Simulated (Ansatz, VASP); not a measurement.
Two plane-wave programs on CaSe

File INCAR:

```
PREC = Accurate
ENCUT = 520
EDIFF = 1E-6
ISMEAR = 0
SIGMA = 0.05
LREAL = False
LASPH = True
NELM = 100
ALGO = Normal
ISIF = 2
LWAVE = False
LCHARG = False
NBANDS = 15
```

Contents of KPOINTS:

```
Automatic mesh
0
Gamma
  6 6 6
```

POSCAR

```
CaSe
1.0
    0.0000000000      3.2010000000      3.3990000000
    3.2010000000      0.0000000000      3.3990000000
    3.2010000000      3.2010000000      0.0000000000
Ca Se
1 1
Direct
    0.0000000000      0.0000000000      0.0000000000
    0.7500000000      0.7500000000      0.7500000000
```

Input for Ansatz:

```yaml
crystal:
  lattice:
    - [0.0, 3.201, 3.399]
    - [3.201, 0.0, 3.399]
    - [3.201, 3.201, 0.0]
  atoms:
    - { symbol: Ca, position: [0.0, 0.0, 0.0] }
    - { symbol: Se, position: [0.75, 0.75, 0.75] }
basis:
  ecutwfc: 420
kpoints:
  mp_grid: { grid: [6, 6, 6] }
hamiltonian:
  xc: lda
scf:
  occupations: { method: gaussian, width: 0.05 }
output:
  forces: true
  stress: true
  eigenvalues: true
```

Change from the starting cell: strain -0.030 along x and y, +0.030 along z, atoms carried along.

Alike in both runs: task single point; functional LDA; k mesh 6 × 6 × 6; occupations gaussian, width 0.05 eV; no spin polarisation.

|  | VASP | Ansatz |
| --- | --- | --- |
| version | VASP 6.6.1 | Ansatz 0.2.0 |
| potentials or method | VASP PAW LDA potentials, release 64 (Ca_sv, Se), cutoff 520 eV | scalar-relativistic, plane waves, PAW |
| valence electrons in the cell | 16 | 26 |

|  | VASP | Ansatz | Ansatz less VASP |
| --- | --- | --- | --- |
| gap on the k mesh at the Fermi level (eV) | 2.87 | 2.86 | -0.013 |
| least direct gap on the mesh (eV) | 3.05 | 3.03 | -0.016 |
| pressure (GPa) | -1.7 | -1.9 | -0.14 |
| traceless stress, the component that is largest in VASP (GPa) | -0.35 | -0.37 | -0.013 |

LDA's correlation is that of Perdew and Zunger in VASP and of Perdew and Wang (1992) in Ansatz. VASP's potentials hold 16 valence electrons a cell and Ansatz's 26, so a difference there can come from the potentials and not from the codes.
